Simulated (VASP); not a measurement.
# H4CO in VASP: notebook, part 2 of 2

VASP 6.6.1.

### Step 3. Single point, PBE+D3(BJ)

INCAR

```
SYSTEM = H4CO
  PREC = Accurate
  ENCUT = 520
  EDIFF = 1E-6
  ISMEAR = -1
  SIGMA = 0.02
  LREAL = Auto
  LASPH = .TRUE.
  NELM = 100
  ALGO = Normal
  ISIF = 2
  LWAVE = .FALSE.
  LCHARG = .TRUE.
  GGA = PE
  IVDW = 12
  LELF = .TRUE.
  LVHAR = .TRUE.
  NBANDS = 66
```

KPOINTS

```
regular mesh
0
G
  1 1 1
  0 0 0
```

POSCAR

```
H4CO
1.0
    8.0548320000      0.0000000000      0.0000000000
    0.0000000000      8.0548320000      0.0000000000
    0.0000000000      0.0000000000      8.0548320000
C O H
6 6 24
Direct
    0.9543091650      0.9068345560      0.5030272512
    0.2619545634      0.4221317093      0.7441620136
    0.7998552918      0.4267500551      0.4158745955
    0.4803327990      0.8668461366      0.7694015220
    0.3428501054      0.6466553244      0.2518488281
    0.8065841721      0.6341659267      0.0087897550
    0.7799914387      0.8829358576      0.4521633722
    0.3313539004      0.5245795319      0.8776346918
    0.7213806570      0.2771628260      0.4595254128
    0.6506901696      0.8228228720      0.7685573082
    0.2278508105      0.5471870798      0.1736473213
    0.6931739855      0.4882659253     -0.0100560757
    0.9542967501      0.8619794926      0.6403361361
    0.7155208203      0.9814109096      0.4888121813
    1.0412507672      0.8339342149      0.4273708005
    0.9755138282      1.0376380289      0.4964473499
    0.1522191897      0.4947713373      0.7263714501
    0.4544601303      0.5086139599      0.8997083986
    0.3203418768      0.4134164437      0.6158166924
    0.2465973220      0.2926069718      0.8012085168
    0.9052951073      0.4540131936      0.4880052123
    0.6679593069      0.2402408889      0.3590763904
    0.8285709745      0.4102506421      0.2815328737
    0.7084070779      0.5288626752      0.4348569902
    0.4393263571      0.8809246425      0.8986283016
    0.6805356089      0.7676510199      0.6606220962
    0.4384697285      0.9845767112      0.7001759937
    0.4098285352      0.7519958206      0.7265204290
    0.3032713780      0.6614166503      0.3811252674
    0.2715016278      0.5272363222      0.0551842670
    0.4806307568      0.5956797113      0.2362805332
    0.3543463104      0.7790851504      0.2013201517
    0.7267190675      0.7274639620      0.0563140237
    0.7702581506      0.4200460047     -0.0725030640
    0.8935630191      0.5877589998      0.0983757327
    0.8490431582      0.6661094856     -0.1173705423
```

Potentials or basis: VASP PAW PBE potentials, release 64 (C, O, H).

Run with:

```console
$ cat potpaw_PBE.64/C/POTCAR potpaw_PBE.64/O/POTCAR potpaw_PBE.64/H/POTCAR > POTCAR
$ mpirun -np 1 vasp_gam > vasp.out
```

Run time: 67 s. Hardware: 1 thread of Intel Xeon Platinum 8488C (Sapphire Rapids), shared host; peak memory 0.44 GiB.

Results (log left out):

```
Free energy                : -181.6212 eV
Pressure                   : -0.7 GPa
Largest force              : 2.864 eV/Å
Band gap on the k mesh     : 3.75 eV
Dispersion energy per atom : -0.027 eV
```

Forces on the atoms (eV/Å):
```
C   -1.776 -1.058  1.982
C    0.609 -0.951  0.891
C   -1.645  0.611 -1.964
C   -1.388 -0.943 -0.652
C    2.395  0.959 -0.218
C   -1.083 -1.472 -0.538
O    0.121  0.051 -0.440
O    2.221 -0.224 -0.885
O   -0.266 -1.405  1.094
O    0.478  0.088 -0.915
O   -0.371 -0.733 -1.136
O    0.332  0.284 -0.480
H    0.661  0.626 -1.431
H    0.799 -0.500 -0.131
H   -0.374  0.015 -0.122
H    0.685  0.862  0.036
H   -1.380 -0.373 -0.341
H   -0.840 -0.121 -0.498
H    0.389  0.295  1.306
H   -0.300  1.069 -0.977
H    1.399 -0.080  0.868
H   -0.307 -0.220 -0.152
H    0.379  0.899  0.533
H    0.403  0.111 -0.337
H    0.236  0.186  0.130
H   -0.464  0.918  0.763
H    0.726 -0.984  0.294
H    0.087  1.311  0.022
H    0.435 -0.125  0.297
H   -0.873  0.141  0.953
H   -1.738  0.531  0.698
H   -0.318 -0.727  0.110
H   -0.245  1.112  0.473
H   -0.516 -0.827 -0.157
H    1.132  0.516  0.284
H    0.400  0.160  0.640
```

Stress tensor (GPa, compression positive):
```
-0.53  1.17  0.99
 1.17 -0.41 -0.07
 0.99 -0.07 -1.13
```

Levels at points of the mesh, in eV from the valence-band top:
| k point | band 39 | band 40 | band 41 | band 42 | band 43 | band 44 | band 45 | band 46 |
| --- | --- | --- | --- | --- | --- | --- | --- | --- |
| (0.00, 0.00, 0.00) | -0.99 | -0.91 | -0.58 | 0.00 | 3.75 | 5.01 | 5.10 | 5.42 |

Caveat: the k points lie up to 0.78 Å⁻¹ apart; the atoms stand as in a frame of molecular dynamics.

### Step 4. Single point, PBE+D3(BJ)

INCAR

```
PREC     = Accurate       # precision mode
ENCUT    = 520            # plane-wave cutoff, eV
EDIFF    = 1E-7           # SCF threshold, eV
ISMEAR   = -1             # smearing method
SIGMA    = 0.02           # smearing width, eV
LREAL    = Auto         
LASPH    = True           # aspherical terms in the spheres
NELM     = 100            # most SCF steps
ALGO     = Normal         # electronic algorithm
ISIF     = 2              # what is computed and relaxed
LWAVE    = False          # write WAVECAR
LCHARG   = False          # write CHGCAR
GGA      = PE             # functional
IVDW     = 12             # dispersion correction
NBANDS   = 66             # bands
```

KPOINTS

```
Automatic mesh
0
Gamma
  1 1 1
```

POSCAR

```
H4CO
1.0
    8.0548320000      0.0000000000      0.0000000000
    0.0000000000      8.0548320000      0.0000000000
    0.0000000000      0.0000000000      8.0548320000
C O H
6 6 24
Direct
    0.9543091650      0.8864120319      0.4493079434
    0.2660266533      0.3968797859      0.7674275516
    0.8322209576      0.4204308668      0.3834841000
    0.4812018426      0.9413728306      0.7215668806
    0.3551656943      0.6474995382      0.1956837833
    0.8211220296      0.5960024989     -0.0024705667
    0.7907303343      0.9435454396      0.3960107424
    0.2887955950      0.5541394284      0.8460015057
    0.7534235351      0.3180202889      0.4976267661
    0.6180886206      0.8326306495      0.6838628043
    0.2246725940      0.5406816678      0.2351383617
    0.7071283423      0.4629891722     -0.0568354498
    0.9613732478      0.7471291766      0.4439571179
    0.7771111800      1.0592275543      0.3618325000
    1.0391154030      0.9448986646      0.3622049473
    0.9881397899      0.9291813907      0.5748599102
    0.1338823702      0.3665749950      0.7738088144
    0.4135281779      0.5671130074      0.8577211790
    0.2933394514      0.4190031524      0.6405596045
    0.3353763306      0.2848600691      0.8186887076
    0.9659791787      0.4299158567      0.3973143077
    0.7779678086      0.3399077721      0.6101679092
    0.8111901030      0.3739122057      0.2466966412
    0.7806742586      0.5487141135      0.3767924644
    0.4418962431      0.9239174697      0.8536118444
    0.6558671863      0.8770139464      0.5798507033
    0.5307745711      1.0675703727      0.7149621494
    0.3604296154      0.9122226261      0.6604855322
    0.3985185538      0.6969108729      0.3175857672
    0.2059136677      0.4917545146      0.1294502480
    0.4699166910      0.5926132289      0.1590101445
    0.3180078740      0.7416790319      0.1001014050
    0.7569369541      0.6777919142      0.0855883773
    0.7879369799      0.3775125291     -0.0807341481
    0.9351157169      0.5519295747      0.0619379771
    0.8582922648      0.6972336605     -0.0921558637
```

Run with:

```console
$ cat potpaw_PBE.64/C/POTCAR potpaw_PBE.64/O/POTCAR potpaw_PBE.64/H/POTCAR > POTCAR
$ mpirun -np 1 vasp_gam > vasp.out
```

Run time: 73 s. Hardware: 1 thread of Intel Xeon Platinum 8488C (Sapphire Rapids), shared host; peak memory 0.44 GiB.

It converged, with:

```yaml
Free_energy: -181.8385 eV
Pressure: -0.4 GPa
Largest_force: 2.663 eV/Å
Band_gap_on_the_k_mesh: 4.13 eV
Dispersion_energy_per_atom: -0.026 eV
```

Forces in eV/Å, atoms in the order of the input:
```
C   -0.346  0.714 -0.542
C   -0.241 -0.568  0.576
C   -0.153  0.866 -2.514
C   -0.165 -0.621  1.607
C    0.633  2.111  1.425
C   -0.068  1.518  0.311
O   -0.705 -1.228  0.395
O    1.806 -0.206  1.068
O   -1.018 -1.476 -1.174
O   -1.197 -0.218  0.815
O   -0.277 -0.464  0.436
O    1.335  1.143  0.164
H   -0.254  0.971 -0.134
H    0.809 -0.074  0.553
H    0.754 -0.318 -0.150
H   -0.264 -0.049  0.063
H   -0.287 -0.002  0.146
H   -1.507  0.021 -0.160
H    0.460 -0.484 -1.518
H   -0.214  1.093 -0.195
H    0.539 -0.027  0.230
H    0.472  0.715  1.196
H    0.035  0.103  1.926
H    0.010 -0.247  0.331
H    0.592 -0.089 -0.201
H    0.817  0.074 -1.168
H   -0.662  0.469 -0.427
H    0.630  0.372 -0.665
H   -0.541  0.712 -0.448
H   -0.717 -0.956 -1.114
H    0.764 -1.165 -0.941
H    0.268 -0.096  0.726
H   -0.360 -0.472  0.444
H   -0.255 -0.629 -0.236
H   -0.455 -0.174 -0.339
H   -0.234 -1.320 -0.489
```

Stress tensor (GPa, compression positive):
```
-0.93  0.67 -0.90
 0.67 -0.74  0.95
-0.90  0.95  0.42
```

Levels at points of the mesh, in eV from the valence-band top:
| k point | band 40 | band 41 | band 42 | band 43 | band 44 | band 45 |
| --- | --- | --- | --- | --- | --- | --- |
| (0.00, 0.00, 0.00) | -0.40 | -0.20 | 0.00 | 4.13 | 5.50 | 5.79 |

Caveat: the k points lie up to 0.78 Å⁻¹ apart; the atoms stand as in a frame of molecular dynamics.

### Step 5. Summary

| cell | gap on the mesh (eV) | pressure (GPa) | largest force (eV/Å) |
| --- | --- | --- | --- |
| as given, atomic positions A | 4.27 | -1.7 | 3.92 |
| as given, atomic positions B | 3.75 | -0.7 | 2.86 |
| as given, atomic positions C | 4.13 | -0.4 | 2.66 |

Alike in all rows: task single point; level PBE+D3(BJ); potentials or basis VASP PAW PBE potentials, release 64 (C, O, H); no spin polarisation; k mesh 1 × 1 × 1; cutoff (eV) 520; smearing fermi-dirac 0.02 eV.

Caveats: all runs use coarse meshes; the atoms stand as in a frame of molecular dynamics (at least some runs).

Absolute energies hang on the potentials; compare differences alone.
